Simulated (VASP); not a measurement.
Input of a VASP 6.6.1 run:

File POSCAR:

```
CsH
1.0
    3.2198800000      3.2198800000      0.0000000000
   -3.2198800000      3.2198800000      0.0000000000
    0.0000000000      3.2198800000      3.1688720000
Cs H
1 1
Direct
    0.0000000000      0.0000000000      0.0000000000
    0.5000000000      0.5000000000      0.0000000000
```

Contents of INCAR.step1:

```
PREC     = Accurate       # precision mode
ENCUT    = 520            # plane-wave cutoff, eV
ISMEAR   = 0              # smearing method
SIGMA    = 0.01           # smearing width, eV
LREAL    = False          # projectors in reciprocal space
LASPH    = True           # aspherical terms in the spheres
NELM     = 60             # most SCF steps
NBANDS   = 12             # bands
GGA      = PE             # functional
ALGO     = Normal         # electronic algorithm
EDIFF    = 1E-4           # SCF threshold, eV
LWAVE    = True           # write WAVECAR
LCHARG   = False          # write CHGCAR
```

The input INCAR.step2:

```
PREC     = Accurate       # precision mode
ENCUT    = 520            # plane-wave cutoff, eV
EDIFF    = 1E-6           # SCF threshold, eV
ISMEAR   = 0              # smearing method
SIGMA    = 0.01           # smearing width, eV
LREAL    = False          # projectors in reciprocal space
LASPH    = True           # aspherical terms in the spheres
NELM     = 60             # most SCF steps
ALGO     = Normal         # electronic algorithm
ISIF     = 2              # what is computed and relaxed
LWAVE    = False          # write WAVECAR
LCHARG   = False          # write CHGCAR
METAGGA  = R2SCAN         # meta-GGA
LMIXTAU  = True         
NBANDS   = 12             # bands
ISTART   = 1
```

Contents of KPOINTS:

```
Automatic mesh
0
Gamma
  6 6 6
```

Potentials or basis: VASP PAW PBE potentials, release 64 (Cs_sv, H).

Launch:

```sh
$ cat potpaw_PBE.64/Cs_sv/POTCAR potpaw_PBE.64/H/POTCAR > POTCAR
$ cp INCAR.step1 INCAR
$ mpirun -np 1 vasp_std > vasp.out
$ cp INCAR.step2 INCAR
$ mpirun -np 1 vasp_std > vasp.out
```

(1) What does it give for the band gap on the k mesh?

(2) Predict the pressure.

Results:

(1) 2.68 eV.

(2) -0.1 GPa.

Caveat: the cell differs from its parent crystal (in-plane strain +0.01); the PAW data sets were made with another functional, which shifts forces and pressure a little; spin-orbit coupling is left out, which moves the levels of the heavy elements.
